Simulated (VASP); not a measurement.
Here is a VASP 6.6.1 calculation.

File INCAR:

```
PREC = Accurate
ENCUT = 520
EDIFF = 1E-6
ISMEAR = -1
SIGMA = 0.05
LREAL = False
LASPH = True
NELM = 80
ALGO = Normal
ISIF = 2
LWAVE = False
LCHARG = True
GGA = PS
LELF = True
LVHAR = True
NBANDS = 15
```

KPOINTS

```
regular mesh
0
Gamma
  10 10 10
```

POSCAR

```
BaTe
1.0
    0.0000000000      3.4768797245      3.4768797245
    3.4768797245      0.0000000000      3.4768797245
    3.4768797245      3.4768797245      0.0000000000
Ba Te
1 1
Direct
    0.0000000000      0.0000000000      0.0000000000
    0.5000000000      0.5000000000      0.5000000000
```

Potentials or basis: VASP PAW PBE potentials, release 64 (Ba_sv, Te).

Run with:

```bash
$ cat potpaw_PBE.64/Ba_sv/POTCAR potpaw_PBE.64/Te/POTCAR > POTCAR
$ mpirun -np 1 vasp_std > vasp.out
```

Q: Estimate the pressure.

A: 0.2 GPa.

Q: Predict the band gap on the k mesh.

A: 1.39 eV (least direct gap 1.77 eV).

Caveat: the PAW data sets were made with another functional, which shifts forces and pressure a little; spin-orbit coupling is left out, which moves the levels of the heavy elements. A k mesh can miss the band edges.
